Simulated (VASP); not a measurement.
# Ni2Ge in VASP: further runs, part 2 of 2

VASP 6.6.1. Earlier steps stand in the parts before.

**4. Single point, PBEsol (biaxial strain in the a-b plane: -1.0 %, then relaxed in part)**

File INCAR:

```
PREC = Accurate
ENCUT = 520
EDIFF = 1E-6
ISMEAR = 0
SIGMA = 0.1
LREAL = False
LASPH = True
NELM = 60
ALGO = Fast
ISIF = 2
LWAVE = False
LCHARG = False
GGA = PS
NBANDS = 43
```

File KPOINTS:

```
Automatic mesh
0
Gamma
  12 12 8
```

File POSCAR:

```
Ni2Ge
1.0
    3.9322432120      0.0000000000      0.0000000000
   -1.9661216060      3.4054225155      0.0000000000
    0.0000000000      0.0000000000      5.0519641418
Ni Ge
4 2
Direct
    0.6666666667      0.3333333333      0.2500000000
    0.3333333333      0.6666666667      0.7500000000
    0.0000000000      0.0000000000      0.0000000000
    0.0000000000      0.0000000000      0.5000000000
    0.6666666667      0.3333333333      0.7500000000
    0.3333333333      0.6666666667      0.2500000000
```

Potentials or basis: VASP PAW PBE potentials, release 64 (Ni, Ge_d).

The run is started by

```bash
$ cat potpaw_PBE.64/Ni/POTCAR potpaw_PBE.64/Ge_d/POTCAR > POTCAR
$ mpirun -np 1 vasp_std > vasp.out
```

OUTCAR:

```text
PREC = Accurate
   ENCUT = 520
   EDIFF = 1E-6
   ISMEAR = 0
   LREAL = False
   LASPH = True
   NELM = 60
   ISIF = 2
   GGA = PS

 ion  position               nearest neighbor table
   1  0.667  0.333  0.250-   6 2.27   6 2.27   6 2.27   5 2.53   5 2.53   3 2.60   4 2.60   3 2.60
                             4 2.60   3 2.60   4 2.60
   2  0.333  0.667  0.750-   5 2.27   5 2.27   5 2.27   6 2.53   6 2.53   3 2.60   4 2.60   4 2.60
                             3 2.60   4 2.60   3 2.60
   3  0.000  0.000  0.000-   4 2.53   4 2.53   1 2.60   5 2.60   6 2.60   2 2.60   1 2.60   5 2.60
                             2 2.60   6 2.60   1 2.60   5 2.60   2 2.60   6 2.60
[... 1322 lines left out ...]
  Total        1.9934242      1.9934242     -0.0227397     -0.0000000      0.0000000      0.0000000
  in kB       47.2105092     47.2105092     -0.5385476     -0.0000000      0.0000000      0.0000000
  external PRESSURE =      31.2941569 kB  Pullay stress =       0.0000000 kB

 VOLUME and BASIS-vectors are now :
 -----------------------------------------------------------------------------
  energy-cutoff  :      520.00
  volume of cell :       67.65
      direct lattice vectors                 reciprocal lattice vectors
     3.932243212  0.000000000  0.000000000     0.254307769  0.146824659  0.000000000
    -1.966121606  3.405422516  0.000000000     0.000000000  0.293649318  0.000000000
     0.000000000  0.000000000  5.051964142     0.000000000  0.000000000  0.197942814

 POSITION                                       TOTAL-FORCE (eV/Angst)
 -----------------------------------------------------------------------------------
      1.96612      1.13514      1.26299        -0.000000      0.000000      0.000000
     -0.00000      2.27028      3.78897         0.000000     -0.000000      0.000000
      0.00000      0.00000      0.00000         0.000000      0.000000      0.000000
      0.00000      0.00000      2.52598         0.000000      0.000000      0.000000
      1.96612      1.13514      3.78897         0.000000      0.000000      0.000000
     -0.00000      2.27028      1.26299         0.000000      0.000000      0.000000
 -----------------------------------------------------------------------------------
    total drift:                               -0.000000      0.000000      0.000000

  FREE ENERGIE OF THE ION-ELECTRON SYSTEM (eV)
  ---------------------------------------------------
  free  energy   TOTEN  =       -36.4593552197 eV

  energy  without entropy=      -36.4400988715  energy(sigma->0) =      -36.44972705
```

It took 3.6 min on 1 thread of Intel Xeon 6975P-C (Granite Rapids), shared host; peak memory 0.33 GiB.

What came out:

```yaml
Free_energy: -36.4594 eV
Pressure: 3.1 GPa
Band_gap_on_the_k_mesh: zero (bands 34 and 35 overlap by 2.99 eV)
```

Caveat: the cell differs from its parent crystal (biaxial strain in the a-b plane: -1.0 %, then relaxed in part); the cell stands under pressure; the PAW data sets were made with another functional, which shifts forces and pressure a little.

**5. Single point, PBEsol (uniaxial strain along a: +1.0 %)**

File INCAR:

```
SYSTEM = Ni2Ge
PREC = Accurate
ENCUT = 520
EDIFF = 1E-6
ISMEAR = 0
SIGMA = 0.1
LREAL = .FALSE.
LASPH = .TRUE.
NELM = 60
ALGO = Fast
ISIF = 2
LWAVE = .FALSE.
LCHARG = .TRUE.
GGA = PS
LELF = .TRUE.
LVHAR = .TRUE.
NBANDS = 43
```

File KPOINTS:

```
regular mesh
0
G
  12 12 8
  0 0 0
```

POSCAR: that of step 4 with these lines changed.

```diff
@@ -2,5 +2,5 @@
 1.0
-    3.9322432120      0.0000000000      0.0000000000
-   -1.9661216060      3.4054225155      0.0000000000
-    0.0000000000      0.0000000000      5.0519641418
+    4.0116824687      0.0000000000      0.0000000000
+   -2.0058412343      3.4312211707      0.0000000000
+    0.0000000000      0.0000000000      5.0015242810
 Ni Ge
```

The run is started by

```bash
$ cat potpaw_PBE.64/Ni/POTCAR potpaw_PBE.64/Ge_d/POTCAR > POTCAR
$ mpirun -np 1 vasp_std > vasp.out
```

Wall time 9 min (1 thread of Intel Xeon Platinum 8488C (Sapphire Rapids), shared host); peak memory 0.56 GiB.

The run converged. Its results:

```
Free energy            : -36.4764 eV
Pressure               : -1.1 GPa
Largest force          : 0.126 eV/Å
Band gap on the k mesh : zero (bands 34 and 35 overlap by 2.70 eV)
```

Forces on the atoms (eV/Å):
```
Ni   0.000  0.065  0.000
Ni   0.000 -0.065  0.000
Ni   0.000  0.000  0.000
Ni   0.000  0.000  0.000
Ge   0.000  0.126  0.000
Ge   0.000 -0.126  0.000
```

Stress tensor (GPa, compression positive):
```
-2.67  0.00  0.00
 0.00 -0.47  0.00
 0.00  0.00 -0.06
```

Levels at points of the mesh, in eV from the Fermi level:
```tsv
k point	band 32	band 33	band 34	band 35	band 36	band 37
(0.00, 0.00, 0.00)	-0.60	0.16	2.10	2.66	2.70	2.83
(0.50, 0.00, 0.00)	-1.16	-0.99	-0.65	-0.51	0.67	1.75
(0.00, 0.50, 0.00)	-1.19	-0.97	-0.66	-0.51	0.70	1.76
(0.00, 0.00, 0.50)	-1.13	1.40	1.40	3.19	3.19	3.24
(0.50, 0.00, 0.50)	-1.20	-0.85	-0.85	0.92	0.92	2.55
(0.00, 0.50, 0.50)	-1.21	-0.83	-0.83	0.85	0.85	2.41
```

Caveat: the cell differs from its parent crystal (uniaxial strain along a: +1.0 %); the PAW data sets were made with another functional, which shifts forces and pressure a little.

**6. The runs side by side**

```tsv
cell	further INCAR settings	gap on the mesh (eV)	pressure (GPa)
a = 3.893, b = 3.893, c = 5.074 Å, angles 90.0, 90.0, 120.0°, 6 atoms	ALGO = Fast; EDIFF = 1e-06; NBANDS = 43	none	7.3
a = 3.893, b = 3.893, c = 5.095 Å, angles 90.0, 90.0, 120.0°, 6 atoms	ALGO = Fast; EDIFF = 1e-07; NBANDS = 43	none	6.6
a = 3.932, b = 3.932, c = 5.052 Å, angles 90.0, 90.0, 120.0°, 6 atoms	ALGO = Fast; EDIFF = 1e-06; NBANDS = 43	none	3.1
a = 4.012, b = 3.975, c = 5.002 Å, angles 90.0, 90.0, 120.3°, 6 atoms	ALGO = Fast; EDIFF = 1e-06; NBANDS = 43	none	-1.1
```

Alike in all rows: task single point; level PBEsol; potentials or basis VASP PAW PBE potentials, release 64 (Ni, Ge_d); no spin polarisation; k mesh 12 × 12 × 8; cutoff (eV) 520; smearing gaussian 0.1 eV.

Caveats: the PAW data sets were made with another functional, which shifts forces and pressure a little; the cell stands under pressure (at least some runs).

Total energies depend on the potentials used, so only differences within one code and one set of settings carry meaning.
